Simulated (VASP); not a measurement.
# Cu (Fm-3m) in VASP: a series of runs, part 2 of 2

VASP 6.6.1. Earlier steps stand in the parts before.

### Step 4. Electric field gradients, PBEsol (volume scaled by 1.01)

INCAR

```
PREC = Accurate ; ENCUT = 520
EDIFF = 1E-8 ; ISMEAR = -1
SIGMA = 0.08 ; LREAL = F
LASPH = T ; NELM = 80
ALGO = Normal ; ISIF = 2
LWAVE = F ; LCHARG = F
GGA = PS ; LEFG = T
NBANDS = 12
```

KPOINTS

```
Automatic mesh
0
Gamma
  19 19 19
```

POSCAR

```
Cu
1.0
    0.0000000000      1.8135050275      1.8135050275
    1.8135050275      0.0000000000      1.8135050275
    1.8135050275      1.8135050275      0.0000000000
Cu
1
Direct
    0.0000000000      0.0000000000      0.0000000000
```

Potentials or basis: VASP PAW PBE potentials, release 64 (Cu).

The run is started by

```
$ cat potpaw_PBE.64/Cu/POTCAR > POTCAR
$ mpirun -np 1 vasp_std > vasp.out
```

OUTCAR:

```text
PREC = Accurate
   ENCUT = 520
   EDIFF = 1E-8
   ISMEAR = -1
   LREAL = F
   LASPH = T
   NELM = 80
   ISIF = 2
   GGA = PS

 ion  position               nearest neighbor table
   1  0.000  0.000  0.000-

  LATTYP: Found a face centered cubic cell.
 ALAT       =     3.6270100550

  Lattice vectors:

 A1 = (   0.0000000000,   1.8135050275,   1.8135050275)
 A2 = (   1.8135050275,   0.0000000000,   1.8135050275)
 A3 = (   1.8135050275,   1.8135050275,   0.0000000000)

Analysis of symmetry for initial positions (statically):
=====================================================================
 Subroutine PRICEL returns:
 Original cell was already a primitive cell.

 Routine SETGRP: Setting up the symmetry group for a
 face centered cubic supercell.

 Subroutine GETGRP returns: Found 48 space group operations
 (whereof 48 operations were pure point group operations)
 out of a pool of 48 trial point group operations.

The static configuration has the point symmetry O_h .

Analysis of symmetry for dynamics (positions and initial velocities):
=====================================================================
 Subroutine PRICEL returns:
 Original cell was already a primitive cell.

 Routine SETGRP: Setting up the symmetry group for a
 face centered cubic supercell.

 Subroutine GETGRP returns: Found 48 space group operations
 (whereof 48 operations were pure point group operations)
 out of a pool of 48 trial point group operations.

The dynamic configuration has the point symmetry O_h .

 Subroutine INISYM returns: Found 48 space group operations
 (whereof 48 operations are pure point group operations),
 and found     1 'primitive' translations

----------------------------------------------------------------------------------------

                                     Primitive cell

  volume of cell :      11.9285

  direct lattice vectors                    reciprocal lattice vectors
     0.000000000  1.813505027  1.813505027    -0.275709189  0.275709189  0.275709189
     1.813505027  0.000000000  1.813505027     0.275709189 -0.275709189  0.275709189
     1.813505027  1.813505027  0.000000000     0.275709189  0.275709189 -0.275709189

  length of vectors
     2.564683405  2.564683405  2.564683405     0.477542323  0.477542323  0.477542323

  position of ions in fractional coordinates (direct lattice)
     0.000000000  0.000000000  0.000000000

  ion indices of the primitive-cell ions
   primitive index   ion index
                 1           1

----------------------------------------------------------------------------------------

 KPOINTS: Automatic mesh

Automatic generation of k-mesh.
 Grid dimensions read from file:
 generate k-points for:   19   19   19

 Generating k-lattice:

  Cartesian coordinates                     Fractional coordinates (reciprocal lattice)
    -0.014511010  0.014511010  0.014511010     0.052631579  0.000000000  0.000000000
[... 66 lines left out ...]
   ISYM   =      2    0-nonsym 1-usesym 2-fastsym
   POTIM  = 0.5000    time-step for ionic-motion
   TEBEG  =    0.0;   TEEND  =   0.0 temperature during run
   PSTRESS=    0.0 pullay stress
   NELECT =      11.0000    total number of electrons
   NUPDOWN=      -1.0000    fix difference up-down
   EMIN   =  10.00;   EMAX   =-10.00  energy-range for DOS
   EFERMI =   0.00;   METHOD = LEGACY
   ISMEAR =    -1;   SIGMA  =   0.08  broadening in eV -4-tet -1-fermi 0-gaus
   EFERMI_NEDOS =   21; number of points for ismear=-14 and -15
   IALGO  =     38    algorithm
   IMIX   =      4    mixing-type and parameters
     AMIX     =   0.40;   BMIX     =  1.00
     AMIX_MAG =   1.60;   BMIX_MAG =  1.00
  volume/ion in A,a.u.               =      11.93        80.50
  Fermi-wavevector in a.u.,A,eV,Ry     =   1.593469  3.011220 34.547146  2.539144
  Thomas-Fermi vector in A             =   2.691694
   LORBIT       =      0    0 simple, 1 ext, 2 COOP (PROOUT), +10 PAW based schemes
   GGA     = PS    functional components
   LHFCALC =     F    Hartree Fock is set to
   AEXX    =    0.0000 exact exchange contribution
   IVDW    =     0    specifies the selected vdW correction
   LEPSILON=     F    determine dielectric tensor
   LRPA    =     F    only Hartree local field effects (RPA)
 non-spin polarized calculation
  energy-cutoff  :      520.00
  volume of cell :       11.93
 maximum number of plane-waves:       332
   NGX =  9   NGY =  9   NGZ =  9

 number of electron      10.9999998 magnetization

 Free energy of the ion-electron system (eV)
  ---------------------------------------------------
  ext. energy  EPLUGINS =         0.00000000
  ---------------------------------------------------
  free energy    TOTEN  =        -4.29768563 eV

  energy without entropy =       -4.29028059  energy(sigma->0) =       -4.29398311

 E-fermi :   7.3067     XC(G=0): -12.8504

 val. band max:        7.2928400671   @ k =  -0.3684   0.1579   0.0000
 cond. band min:       7.3178514945   @ k =  -0.3684   0.1579   0.0526
 fundamental gap:      0.0250114273
 Fermi energy:         7.3067293640

 k-point     1 :       0.0000    0.0000    0.0000
  band No.  band energies     occupation
      1      -2.0352      2.00000
      2       4.2763      2.00000
      3       4.2763      2.00000
      4       4.2763      2.00000
      5       5.0952      2.00000
      6       5.0952      2.00000
      7      29.7810      0.00000
      8      32.3172      0.00000
      9      32.3172      0.00000
     10      32.3172      0.00000
     11      34.7863      0.00000
     12      34.7863      0.00000
[... 331 lines left out ...]
 k-point    24 :      -0.2632    0.0526    0.0000
  band No.  band energies     occupation
      1       0.6230      2.00000
      2       4.0099      2.00000
      3       4.4020      2.00000
      4       4.4400      2.00000
      5       5.1479      2.00000
      6       5.3892      2.00000
      7      18.2203      0.00000
      8      26.9980      0.00000
      9      30.2879      0.00000
     10      31.3278      0.00000
     11      33.5673      0.00000
     12      34.9282      0.00000

 [... further k-points ...]
[... 5 lines left out ...]
  --------------------------------------------------------------------------------------
  -------------------------------------------------------------------------------------
  Total       -0.5331379     -0.5331379     -0.5331379      0.0000000      0.0000000     -0.0000000
  in kB      -71.6083739    -71.6083739    -71.6083739      0.0000000      0.0000000     -0.0000000
  external PRESSURE =     -71.6083739 kB  Pullay stress =       0.0000000 kB

 VOLUME and BASIS-vectors are now :
 -----------------------------------------------------------------------------
  energy-cutoff  :      520.00
  volume of cell :       11.93
      direct lattice vectors                 reciprocal lattice vectors
     0.000000000  1.813505027  1.813505027    -0.275709189  0.275709189  0.275709189
     1.813505027  0.000000000  1.813505027     0.275709189 -0.275709189  0.275709189
     1.813505027  1.813505027  0.000000000     0.275709189  0.275709189 -0.275709189

 POSITION                                       TOTAL-FORCE (eV/Angst)
 -----------------------------------------------------------------------------------
      0.00000      0.00000      0.00000         0.000000      0.000000      0.000000
 -----------------------------------------------------------------------------------
    total drift:                               -0.000000     -0.000000     -0.000000

  FREE ENERGIE OF THE ION-ELECTRON SYSTEM (eV)
  ---------------------------------------------------
  free  energy   TOTEN  =        -4.2976856256 eV

  energy  without entropy=       -4.2902805926  energy(sigma->0) =       -4.29398311

 Electric field gradients (V/A^2)
---------------------------------------------------------------------
 ion       V_xx      V_yy      V_zz      V_xy      V_xz      V_yz
---------------------------------------------------------------------
   1       0.000    -0.000    -0.000     0.003     0.003     0.003
---------------------------------------------------------------------

 Electric field gradients after diagonalization (V/A^2)
 (convention: |V_zz| > |V_xx| > |V_yy|)
----------------------------------------------------------------------
 ion       V_xx      V_yy      V_zz     asymmetry (V_yy - V_xx)/ V_zz
----------------------------------------------------------------------
   1      -0.003    -0.003     0.005       0.000
----------------------------------------------------------------------

           NMR quadrupolar parameters

 Cq : quadrupolar parameter    Cq=e*Q*V_zz/h
 eta: asymmetry parameters     (V_yy - V_xx)/ V_zz
 Q  : nuclear electric quadrupole moment in mb (millibarn)
----------------------------------------------------------------------
 ion       Cq(MHz)       eta       Q (mb)
----------------------------------------------------------------------
   1       0.000       0.000       1.000
----------------------------------------------------------------------
```

OSZICAR:

```text
N       E                     dE             d eps       ncg     rms          rms(c)
DAV:   1     0.424783036565E+02    0.42478E+02   -0.53792E+03  5848   0.152E+03
DAV:   2    -0.406032700318E+01   -0.46539E+02   -0.43235E+02  5408   0.204E+02
DAV:   3    -0.537069236058E+01   -0.13104E+01   -0.12999E+01  6260   0.392E+01
DAV:   4    -0.537912887932E+01   -0.84365E-02   -0.84352E-02  5984   0.279E+00
DAV:   5    -0.537920862412E+01   -0.79745E-04   -0.79744E-04  6328   0.276E-01    0.839E+00
DAV:   6    -0.477924955009E+01    0.59996E+00   -0.17946E+01  6320   0.799E+01    0.449E+00
DAV:   7    -0.431086640212E+01    0.46838E+00   -0.28391E+00  6296   0.317E+01    0.541E-01
DAV:   8    -0.429976450641E+01    0.11102E-01   -0.63432E-03  6304   0.141E+00    0.341E-01
DAV:   9    -0.429767905873E+01    0.20854E-02   -0.11906E-02  6444   0.185E+00    0.245E-02
DAV:  10    -0.429768431804E+01   -0.52593E-05   -0.38966E-05  7672   0.104E-01    0.608E-03
DAV:  11    -0.429768561449E+01   -0.12965E-05   -0.47375E-07  6556   0.111E-02    0.528E-04
DAV:  12    -0.429768559912E+01    0.15374E-07   -0.20274E-08  4364   0.238E-03    0.802E-05
DAV:  13    -0.429768562470E+01   -0.25582E-07   -0.13988E-09  3724   0.469E-04    0.106E-05
DAV:  14    -0.429768562558E+01   -0.87812E-09   -0.20171E-10  3216   0.193E-04
   1 F= -.42976856E+01 E0= -.42939831E+01  d E =-.740503E-02
```

stdout:

```text
POSCAR found type information on POSCAR Cu
 POSCAR found :  1 types and       1 ions
 scaLAPACK will be used
 -----------------------------------------------------------------------------
|                                                                             |
|                                                                             |
|     You enforced a specific xc type in the INCAR file but a different       |
|     I HOPE YOU KNOW WHAT YOU ARE DOING!                                     |
|                                                                             |
 -----------------------------------------------------------------------------

 LDA part: xc-table for (Slater+PW92), standard interpolation
 POSCAR, INCAR and KPOINTS ok, starting setup
 FFT: planning ... GRIDC
 FFT: planning ... GRID_SOFT
 FFT: planning ... GRID
 WAVECAR not read
 entering main loop
ion   1
```

Wall time 25 s (1 thread of AMD EPYC 7R13 (Zen 3), shared host); peak memory 0.11 GiB.

Results:

```
Free energy : -4.2977 eV
Pressure    : -7.2 GPa
```

Caveat: without QUAD_EFG the Cq values of the log hold for a quadrupole moment of 1 mb, not for the nuclei; the PAW data sets were made with another functional, which shifts forces and pressure a little.

### Step 5. Overview

```csv
cell,gap on the mesh (eV),pressure (GPa)
"a = 2.539 Å, angles 60.0°, 1 atom",none,-3.0
"a = 2.573 Å, angles 60.0°, 1 atom",none,-8.4
"a = 2.565 Å, angles 60.0°, 1 atom",none,-7.2
```

Alike in all rows: task electric field gradients; level PBEsol; potentials or basis VASP PAW PBE potentials, release 64 (Cu); no spin polarisation; k mesh 19 × 19 × 19; cutoff (eV) 520; smearing fermi-dirac 0.08 eV.

Caveats: the PAW data sets were made with another functional, which shifts forces and pressure a little.

Total energies depend on the potentials used, so only differences within one code and one set of settings carry meaning.
